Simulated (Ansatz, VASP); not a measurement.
Pb: VASP beside Ansatz

The input POSCAR:

```
Pb
1.0
    0.0000000000      2.4750200000      2.4750200000
    2.4750200000      0.0000000000      2.4750200000
    2.4750200000      2.4750200000      0.0000000000
Pb
1
Direct
    0.0000000000      0.0000000000      0.0000000000
```

File INCAR.step1:

```
SYSTEM = Pb
PREC = Accurate
ENCUT = 520
EDIFF = 1E-5
ISMEAR = -1
SIGMA = 0.05
LREAL = .False.
LASPH = .True.
NELM = 80
ALGO = Normal
ISIF = 2
LWAVE = .True.
LCHARG = .False.
NBANDS = 13
GGA = PE
```

Contents of INCAR.step2:

```
SYSTEM = Pb
PREC = Accurate
ENCUT = 520
EDIFF = 1E-6
ISMEAR = -1
SIGMA = 0.05
LREAL = .False.
LASPH = .True.
NELM = 80
ALGO = Normal
ISIF = 2
LWAVE = .False.
LCHARG = .False.
GGA = PE
LHFCALC = .True.
AEXX = 0.25
PRECFOCK = Normal
NBANDS = 13
ISTART = 1
```

Contents of KPOINTS:

```
regular mesh
0
Gamma
  6 6 6
  0 0 0
```

File input:

```
crystal:
  lattice:
    - [0.0, 2.47502, 2.47502]
    - [2.47502, 0.0, 2.47502]
    - [2.47502, 2.47502, 0.0]
  atoms:
    - { symbol: Pb, position: [0.0, 0.0, 0.0] }
hamiltonian:
  xc: pbe0
  pseudopotentials: { kind: paw }
kpoints:
  mp_grid: { grid: [6, 6, 6] }
scf:
  occupations: { method: fermi_dirac, width: 0.05 }
output:
  forces: true
  stress: true
  eigenvalues: true
  write_density: true
  write_potential: true
  elf: true
  volumetric_format: npy
```

Alike in both runs: task single point; functional PBE0; k mesh 6 × 6 × 6; occupations fermi-dirac, width 0.05 eV; no spin polarisation.

```csv
,VASP,Ansatz
version,VASP 6.6.1,Ansatz 0.2.0
potentials or method,"VASP PAW PBE potentials, release 64 (Pb_d)",Ansatz PAW
plane-wave cutoff (eV),520,420
valence electrons in the cell,14,14
```

|  | VASP | Ansatz | Ansatz less VASP |
| --- | --- | --- | --- |
| gap on the k mesh at the Fermi level (eV) | none | none | - |
| pressure (GPa) | 1.8 | 1.9 | +0.15 |

A gap of «none» marks a metal or a gap that the smearing closes. The functional is the same, so the differences come from potentials, cutoffs and numerics.

The k mesh is coarse, so the values compare programs but aren't converged. Neither program's run includes spin-orbit coupling.
